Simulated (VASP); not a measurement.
Write the native input for VASP 6.6.1 that does the following.

```
Task                   : single point
Functional             : PBE
Potentials or basis    : VASP PAW PBE potentials, release 64 (Mo_sv)
Cutoff                 : 520 eV
k mesh                 : 18 × 18 × 16
Occupations            : fermi-dirac, width 0.08 eV
Spin                   : no spin polarisation
Dipole correction      : no
Further INCAR settings : ALGO = Normal; EDIFF = 1e-06; NBANDS = 13
```

The structure of Mo lies in POSCAR:

```
Mo
1.0
    2.7254141631      0.0000000000      0.0000000000
   -1.3627070815      2.3602779011      0.0000000000
    0.0000000000      0.0000000000      2.4807768189
Mo
1
Direct
    0.0000000000      0.0000000000      0.0000000000
```

This isn't the form of Mo at room conditions, which is bcc.

One way to write it, as run:

INCAR

```
SYSTEM = Mo
  PREC = Accurate
  ENCUT = 520
  EDIFF = 1E-6
  ISMEAR = -1
  SIGMA = 0.08
  LREAL = .FALSE.
  LASPH = .TRUE.
  NELM = 100
  ALGO = Normal
  ISIF = 2
  LWAVE = .FALSE.
  LCHARG = .TRUE.
  GGA = PE
  LELF = .TRUE.
  LVHAR = .TRUE.
  NBANDS = 13
```

KPOINTS

```
regular mesh
0
G
  18 18 16
  0 0 0
```

Potentials or basis: VASP PAW PBE potentials, release 64 (Mo_sv).

Command:

```bash
$ cat potpaw_PBE.64/Mo_sv/POTCAR > POTCAR
$ mpirun -np 1 vasp_std > vasp.out
```

Results of the run:

The pressure is 12.4 GPa. The band gap on the k mesh is zero (bands 7 and 8 overlap by 2.04 eV).

Caveat: the cell stands under pressure.

Run time: 44 s on 1 thread of Intel Xeon 8259CL, with other jobs on the host, peak memory 0.17 GiB.
